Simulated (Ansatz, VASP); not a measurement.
One calculation of LiCl, two programs

Contents of INCAR:

```
SYSTEM = LiCl
PREC = Accurate ; ENCUT = 520
EDIFF = 1E-6 ; ISMEAR = 0
SIGMA = 0.05 ; LREAL = .False.
LASPH = .True. ; NELM = 60
ALGO = Normal ; ISIF = 2
LWAVE = .False. ; LCHARG = .True.
GGA = PE ; LELF = .True.
LVHAR = .True. ; NBANDS = 12
```

File KPOINTS:

```
Automatic mesh
0
Gamma
  8 8 8
  0 0 0
```

The input POSCAR:

```
LiCl
1.0
    0.0000000000      2.4365220000      2.5006410000
    2.4365220000      0.0000000000      2.5006410000
    2.4365220000      2.4365220000      0.0000000000
Li Cl
1 1
Direct
    0.0000000000      0.0000000000      0.0000000000
    0.5000000000      0.5000000000      0.5000000000
```

Input for Ansatz:

```yaml
crystal:
  lattice:
    - [0.0, 2.436522, 2.500641]
    - [2.436522, 0.0, 2.500641]
    - [2.436522, 2.436522, 0.0]
  atoms:
    - { symbol: Li, position: [0.0, 0.0, 0.0] }
    - { symbol: Cl, position: [0.5, 0.5, 0.5] }
basis:
  ecutwfc: 420
kpoints:
  mp_grid: { grid: [8, 8, 8] }
hamiltonian:
  xc: pbe
scf:
  occupations: { method: gaussian, width: 0.05 }
output:
  forces: true
  stress: true
  eigenvalues: true
  write_density: true
  write_potential: true
  elf: true
  volumetric_format: npy
```

Change from the starting cell: strain -0.050 along x and y, -0.025 along z, atoms carried along.

Alike in both runs: task single point; functional PBE; k mesh 8 × 8 × 8; occupations gaussian, width 0.05 eV; no spin polarisation.

|  | VASP | Ansatz |
| --- | --- | --- |
| version | VASP 6.6.1 | Ansatz 0.2.0 |
| potentials or method | VASP PAW PBE potentials, release 64 (Li_sv, Cl), cutoff 520 eV | scalar-relativistic, plane waves, PAW |
| valence electrons in the cell | 10 | 10 |

Ansatz gave:

| Quantity | Value |
| --- | --- |
| gap on the k mesh at the Fermi level (eV) | 6.81 |
| least direct gap on the mesh (eV) | 7.09 |

**Question.** What did VASP give for the same quantities?

**Answer.** gap on the k mesh at the Fermi level (eV): 6.83; least direct gap on the mesh (eV): 7.10.

Noted on VASP's run: the cutoff is under 1.25 times that of the potentials, so the pressure is a little rough.
